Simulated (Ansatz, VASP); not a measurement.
Two plane-wave programs on CuI

The input INCAR:

```
  PREC = Accurate
  ENCUT = 520
  EDIFF = 1E-6
  ISMEAR = -1
  SIGMA = 0.05
  LREAL = False
  LASPH = True
  NELM = 80
  ALGO = Normal
  ISIF = 2
  LWAVE = False
  LCHARG = False
  GGA = PE
  NBANDS = 16
```

File KPOINTS:

```
Automatic mesh
0
Gamma
  8 8 8
```

File POSCAR:

```
CuI
1.0
    0.0000000000      2.8036626263      2.8036626263
    2.8036626263      0.0000000000      2.8036626263
    2.8036626263      2.8036626263      0.0000000000
I Cu
1 1
Direct
    0.5000000000      0.5000000000      0.5000000000
    0.0000000000      0.0000000000      0.0000000000
```

Contents of input.yaml:

```yaml
crystal:
  lattice:
    - [0.0, 2.8036626263, 2.8036626263]
    - [2.8036626263, 0.0, 2.8036626263]
    - [2.8036626263, 2.8036626263, 0.0]
  atoms:
    - { symbol: I, position: [0.5, 0.5, 0.5] }
    - { symbol: Cu, position: [0.0, 0.0, 0.0] }
hamiltonian:
  xc: pbe
  pseudopotentials: { kind: paw }
kpoints:
  mp_grid: { grid: [8, 8, 8] }
scf:
  occupations: { method: fermi_dirac, width: 0.05 }
output:
  forces: true
  stress: true
  eigenvalues: true
  write_density: true
  write_potential: true
  elf: true
  volumetric_format: npy
```

Alike in both runs: task single point; functional PBE; k mesh 8 × 8 × 8; occupations fermi-dirac, width 0.05 eV; no spin polarisation.

```csv
,VASP,Ansatz
version,VASP 6.6.1,Ansatz 0.2.0
potentials or method,"VASP PAW PBE potentials, release 64 (I, Cu)",Ansatz PAW
plane-wave cutoff (eV),520,420
valence electrons in the cell,18,36
```

```csv
,VASP,Ansatz,Ansatz less VASP
gap on the k mesh at the Fermi level (eV),none,none,-
pressure (GPa),3.8,3.7,-0.09
```

A gap of «none» marks a metal or a gap that the smearing closes. The functional is the same, so the differences come from potentials, cutoffs and numerics. VASP's potentials hold 18 valence electrons a cell and Ansatz's 36, so a difference there can come from the potentials and not from the codes.

Neither program's run includes spin-orbit coupling.
